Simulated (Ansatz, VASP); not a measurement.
Two plane-wave programs on Nb

```
Nb
1.0
    -1.65498    1.65498    1.65498
     1.65498   -1.65498    1.65498
     1.65498    1.65498   -1.65498
Nb
1
Direct
  0.00000 0.00000 0.00000
```

Alike in both runs: functional PBE; k mesh 24 × 24 × 24; occupations gaussian, width 0.1 eV; no spin polarisation.

Ansatz relaxed the structure, and its values are those at the end. VASP's run is a single point on that final structure, the one shown.

|  | VASP | Ansatz |
| --- | --- | --- |
| version | VASP 6.6.1 | Ansatz 0.2.0 |
| potentials or method | VASP PAW PBE potentials, release 64 (Nb_sv), cutoff 500 eV | scalar-relativistic, plane waves, PAW |
| valence electrons in the cell | 13 | 13 |

VASP gave:

| Item | Value |
| --- | --- |
| gap on the k mesh at the Fermi level (eV) | none |
| pressure (GPa) | -0.4 |

Question: Estimate Ansatz's values.

Answer: gap on the k mesh at the Fermi level (eV): none; pressure (GPa): 0.0.

A gap of «none» marks a metal or a gap that the smearing closes.
